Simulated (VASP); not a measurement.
Set up this calculation in VASP 6.6.1, as the native input.

```yaml
Task: single point
Functional: PBE
Potentials_or_basis: VASP PAW PBE potentials, release 64 (Pt)
Cutoff: 520 eV
k_mesh: 24 × 24 × 24
Occupations: gaussian, width 0.15 eV
Spin: no spin polarisation
Dipole_correction: no
Further_INCAR_settings: ALGO = Fast; EDIFF = 1e-06; NBANDS = 11
```

The structure of Pt lies in POSCAR:

```
Pt
1.0
   -1.0176671736      1.6371167575      1.6371167575
    1.6371167575     -1.0176671736      1.6371167575
    1.6371167575      1.6371167575     -1.0176671736
Pt
1
Direct
    0.0000000000      0.0000000000      0.0000000000
```

This cell differs from its parent crystal: ratio of the length along [111] to the lengths across it x 1.7, volume and fractional coordinates fixed.

These files were run (other wordings do the same):

INCAR

```
PREC = Accurate ; ENCUT = 520
EDIFF = 1E-6 ; ISMEAR = 0
SIGMA = 0.15 ; LREAL = F
LASPH = T ; NELM = 60
ALGO = Fast ; ISIF = 2
LWAVE = F ; LCHARG = F
GGA = PE ; NBANDS = 11
```

KPOINTS

```
regular mesh
0
Gamma
  24 24 24
```

Potentials or basis: VASP PAW PBE potentials, release 64 (Pt).

Command:

```console
$ cat potpaw_PBE.64/Pt/POTCAR > POTCAR
$ mpirun -np 1 vasp_std > vasp.out
```

Results of the run:

The pressure is 30.1 GPa and the band gap on the k mesh is zero (bands 5 and 6 overlap by 3.46 eV).

Caveat: the cell stands under pressure; spin-orbit coupling is left out, which moves the levels of the heavy elements.

Run time: 2.6 min on 1 thread of Intel Xeon 8259CL, with other jobs on the host, peak memory 0.33 GiB.
